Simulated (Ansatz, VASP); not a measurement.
One calculation of Rh, two programs

```
Rh
1.0
     0.00000    1.90081    1.90081
     1.90081    0.00000    1.90081
     1.90081    1.90081    0.00000
Rh
1
Direct
  0.00000 0.00000 0.00000
```

Alike in both runs: task single point; functional r2SCAN; k mesh 14 × 14 × 14; occupations methfessel-paxton of order 1, width 0.03 eV; no spin polarisation.

```csv
,VASP,Ansatz
version,VASP 6.6.1,Ansatz 0.2.0
potentials or method,"VASP PAW PBE potentials, release 64 (Rh_sv_GW), cutoff 580 eV","plane waves (500 eV) with PAW, scalar-relativistic"
valence electrons in the cell,17,17
```

VASP gave:

* pressure (GPa): -2.0

Task: Estimate Ansatz's values.

Result: Pressure (GPa): -0.4.

VASP's potentials were made for PBE, not for r2SCAN. With one functional, cell and mesh, what is left measures potentials, basis and numerics.
